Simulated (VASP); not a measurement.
# InP (I-4m2) in VASP: a series of runs, part 2 of 2

VASP 6.6.1. Earlier steps stand in the parts before.

### 3 Electric field gradients, PBE (z stretched by +3 % at fixed volume)

File INCAR:

```
ALGO     = Normal         # electronic algorithm
EDIFF    = 1E-8           # SCF threshold, eV
ENCUT    = 520            # plane-wave cutoff, eV
GGA      = PE             # functional
ISIF     = 2              # what is computed and relaxed
ISMEAR   = -1             # smearing method
LASPH    = T              # aspherical terms in the spheres
LCHARG   = F              # write CHGCAR
LEFG     = T            
LREAL    = F              # projectors in reciprocal space
LWAVE    = F              # write WAVECAR
NBANDS   = 16             # bands
NELM     = 100            # most SCF steps
PREC     = Accurate       # precision mode
SIGMA    = 0.05           # smearing width, eV
```

File KPOINTS:

```
k-points
0
Gamma
  12 12 12
```

File POSCAR:

```
InP
1.0
    0.0000000000      2.8875074498      3.0184150000
    2.8875074498      0.0000000000      3.0184150000
    2.8875074498      2.8875074498      0.0000000000
In P
1 1
Direct
    0.0000000000      0.0000000000      0.0000000000
    0.7500000000      0.7500000000      0.7500000000
```

Potentials or basis: VASP PAW PBE potentials, release 64 (In_d, P).

Run with:

```console
$ cat potpaw_PBE.64/In_d/POTCAR potpaw_PBE.64/P/POTCAR > POTCAR
$ mpirun -np 1 vasp_std > vasp.out
```

OUTCAR:

```text
EDIFF = 1E-8
   ENCUT = 520
   GGA = PE
   ISIF = 2
   ISMEAR = -1
   LASPH = T
   LREAL = F
   NELM = 100
   PREC = Accurate

 ion  position               nearest neighbor table
   1  0.000  0.000  0.000-   2 2.54   2 2.54   2 2.54   2 2.54
   2  0.750  0.750  0.750-   1 2.54   1 2.54   1 2.54   1 2.54

  LATTYP: Found a body centered tetragonal cell.
 ALAT       =     4.0835521970
 C/A-ratio  =     1.4783281097

  Lattice vectors:

 A1 = (  -2.8875074498,   0.0000000000,   3.0184150000)
 A2 = (   2.8875074498,   0.0000000000,   3.0184150000)
 A3 = (   0.0000000000,   2.8875074498,  -3.0184150000)

Analysis of symmetry for initial positions (statically):
=====================================================================
 Subroutine PRICEL returns:
 Original cell was already a primitive cell.

 Routine SETGRP: Setting up the symmetry group for a
 body centered tetragonal supercell.

 Subroutine GETGRP returns: Found  8 space group operations
 (whereof  8 operations were pure point group operations)
 out of a pool of 16 trial point group operations.

The static configuration has the point symmetry D_2d.

Analysis of symmetry for dynamics (positions and initial velocities):
=====================================================================
 Subroutine PRICEL returns:
 Original cell was already a primitive cell.

 Routine SETGRP: Setting up the symmetry group for a
 body centered tetragonal supercell.

 Subroutine GETGRP returns: Found  8 space group operations
 (whereof  8 operations were pure point group operations)
 out of a pool of 16 trial point group operations.

The dynamic configuration has the point symmetry D_2d.

 Subroutine INISYM returns: Found  8 space group operations
 (whereof  8 operations are pure point group operations),
 and found     1 'primitive' translations

----------------------------------------------------------------------------------------

                                     Primitive cell

  volume of cell :      50.3333

  direct lattice vectors                    reciprocal lattice vectors
     0.000000000  2.887507450  3.018415000    -0.173159726  0.173159726  0.165649853
     2.887507450  0.000000000  3.018415000     0.173159726 -0.173159726  0.165649853
     2.887507450  2.887507450  0.000000000     0.173159726  0.173159726 -0.165649853

  length of vectors
     4.177143568  4.177143568  4.083552197     0.295649210  0.295649210  0.295649210

  position of ions in fractional coordinates (direct lattice)
     0.000000000  0.000000000  0.000000000
     0.750000000  0.750000000  0.750000000

  ion indices of the primitive-cell ions
   primitive index   ion index
                 1           1
                 2           2

----------------------------------------------------------------------------------------

 KPOINTS: k-points

[... 72 lines left out ...]
   NFREE  =      0    steps in history (QN), initial steepest desc. (CG)
   ISIF   =      2    stress and relaxation
   ISYM   =      2    0-nonsym 1-usesym 2-fastsym
   POTIM  = 0.5000    time-step for ionic-motion
   TEBEG  =    0.0;   TEEND  =   0.0 temperature during run
   PSTRESS=    0.0 pullay stress
   NELECT =      18.0000    total number of electrons
   NUPDOWN=      -1.0000    fix difference up-down
   EMIN   =  10.00;   EMAX   =-10.00  energy-range for DOS
   EFERMI =   0.00;   METHOD = LEGACY
   ISMEAR =    -1;   SIGMA  =   0.05  broadening in eV -4-tet -1-fermi 0-gaus
   EFERMI_NEDOS =   21; number of points for ismear=-14 and -15
   IALGO  =     38    algorithm
   IMIX   =      4    mixing-type and parameters
     AMIX     =   0.40;   BMIX     =  1.00
     AMIX_MAG =   1.60;   BMIX_MAG =  1.00
  volume/ion in A,a.u.               =      25.17       169.83
  Fermi-wavevector in a.u.,A,eV,Ry     =   1.162021  2.195901 18.371846  1.350293
  Thomas-Fermi vector in A             =   2.298587
   LORBIT       =      0    0 simple, 1 ext, 2 COOP (PROOUT), +10 PAW based schemes
   GGA     = PE    functional components
   LHFCALC =     F    Hartree Fock is set to
   AEXX    =    0.0000 exact exchange contribution
   IVDW    =     0    specifies the selected vdW correction
   LEPSILON=     F    determine dielectric tensor
   LRPA    =     F    only Hartree local field effects (RPA)
 non-spin polarized calculation
  energy-cutoff  :      520.00
  volume of cell :       50.33
 maximum number of plane-waves:      1379
   NGX = 15   NGY = 15   NGZ = 15

 number of electron      18.0000004 magnetization

 Free energy of the ion-electron system (eV)
  ---------------------------------------------------
  ext. energy  EPLUGINS =         0.00000000
  ---------------------------------------------------
  free energy    TOTEN  =        -8.37414580 eV

  energy without entropy =       -8.37414212  energy(sigma->0) =       -8.37414396

 E-fermi :   5.6141     XC(G=0):  -9.2854

 val. band max:        5.2612161336   @ k =   0.0000   0.0000   0.0000
 cond. band min:       5.8894138054   @ k =   0.0000   0.0000   0.0000
 fundamental gap:      0.6281976718
 Fermi energy:         5.6140648376

 k-point     1 :       0.0000    0.0000    0.0000
  band No.  band energies     occupation
      1      -9.0112      2.00000
      2      -8.9906      2.00000
      3      -8.9906      2.00000
      4      -8.8490      2.00000
      5      -8.8444      2.00000
      6      -6.3245      2.00000
[... 433 lines left out ...]
      3      -8.9375      2.00000
      4      -8.8439      2.00000
      5      -8.8340      2.00000
      6      -4.4302      2.00000
[... 8 lines left out ...]
     15      14.8793      0.00000
     16      15.8458      0.00000

 [... further k-points ...]

------------------------ aborting loop because EDIFF is reached ----------------------------------------

  FORCE on cell =-STRESS in cart. coord.  units (eV):
  Direction    XX          YY          ZZ          XY          YZ          ZX
  --------------------------------------------------------------------------------------
  -------------------------------------------------------------------------------------
  Total        1.2193679      1.2193679      0.6123372      0.0000000      0.0000000      0.0000000
  in kB       38.8141577     38.8141577     19.4915348      0.0000000      0.0000000      0.0000000
  external PRESSURE =      32.3732834 kB  Pullay stress =       0.0000000 kB

 VOLUME and BASIS-vectors are now :
 -----------------------------------------------------------------------------
  energy-cutoff  :      520.00
  volume of cell :       50.33
      direct lattice vectors                 reciprocal lattice vectors
     0.000000000  2.887507450  3.018415000    -0.173159726  0.173159726  0.165649853
     2.887507450  0.000000000  3.018415000     0.173159726 -0.173159726  0.165649853
     2.887507450  2.887507450  0.000000000     0.173159726  0.173159726 -0.165649853

 POSITION                                       TOTAL-FORCE (eV/Angst)
 -----------------------------------------------------------------------------------
      0.00000      0.00000      0.00000        -0.000000     -0.000000      0.000000
      4.33126      4.33126      4.52762         0.000000      0.000000      0.000000
 -----------------------------------------------------------------------------------
    total drift:                               -0.000003     -0.000003     -0.000002

  FREE ENERGIE OF THE ION-ELECTRON SYSTEM (eV)
  ---------------------------------------------------
  free  energy   TOTEN  =        -8.3741457997 eV

  energy  without entropy=       -8.3741421172  energy(sigma->0) =       -8.37414396

 Electric field gradients (V/A^2)
---------------------------------------------------------------------
 ion       V_xx      V_yy      V_zz      V_xy      V_xz      V_yz
---------------------------------------------------------------------
   1       7.758     7.758   -15.517    -0.001     0.001     0.001
   2      -2.901    -2.901     5.802     0.000    -0.000    -0.000
---------------------------------------------------------------------

 Electric field gradients after diagonalization (V/A^2)
 (convention: |V_zz| > |V_xx| > |V_yy|)
----------------------------------------------------------------------
 ion       V_xx      V_yy      V_zz     asymmetry (V_yy - V_xx)/ V_zz
----------------------------------------------------------------------
   1       7.759     7.758   -15.517       0.000
   2      -2.901    -2.901     5.802       0.000
----------------------------------------------------------------------

           NMR quadrupolar parameters

 Cq : quadrupolar parameter    Cq=e*Q*V_zz/h
 eta: asymmetry parameters     (V_yy - V_xx)/ V_zz
 Q  : nuclear electric quadrupole moment in mb (millibarn)
----------------------------------------------------------------------
 ion       Cq(MHz)       eta       Q (mb)
----------------------------------------------------------------------
   1      -0.038       0.000       1.000
   2       0.014       0.000       1.000
----------------------------------------------------------------------
```

It used 240 s of CPU time on 1 thread of AMD EPYC 7R13 Processor (Zen 3) (shared host).

What came out:

```yaml
Free_energy: -8.3741 eV
Pressure: 3.2 GPa
Band_gap_on_the_k_mesh: 0.63 eV, direct
```

Levels at points of the mesh, in eV from the valence-band top:
```
           k point  band 6  band 7  band 8  band 9  band 10  band 11  band 12  band 13
(0.00, 0.00, 0.00)  -11.59   -0.22    0.00    0.00     0.63     4.01     4.01     4.08
(0.50, 0.00, 0.00)   -9.86   -5.80   -1.19   -0.89     1.40     4.63     4.90     7.04
(0.50, 0.50, 0.00)   -9.31   -6.00   -2.22   -2.22     1.86     2.46     8.84     9.54
(0.50, 0.00, 0.50)   -9.16   -5.72   -2.48   -2.46     1.61     2.07     9.26     9.30
```

Electric field gradients, principal values (V/Å²):
```
atom   least  middle  greatest (by size)
1 In   7.758   7.759             -15.517
 2 P  -2.901  -2.901               5.802
```

Caveat: without QUAD_EFG the Cq values of the log hold for a quadrupole moment of 1 mb, not for the nuclei; spin-orbit coupling is left out, which moves the levels of the heavy elements.
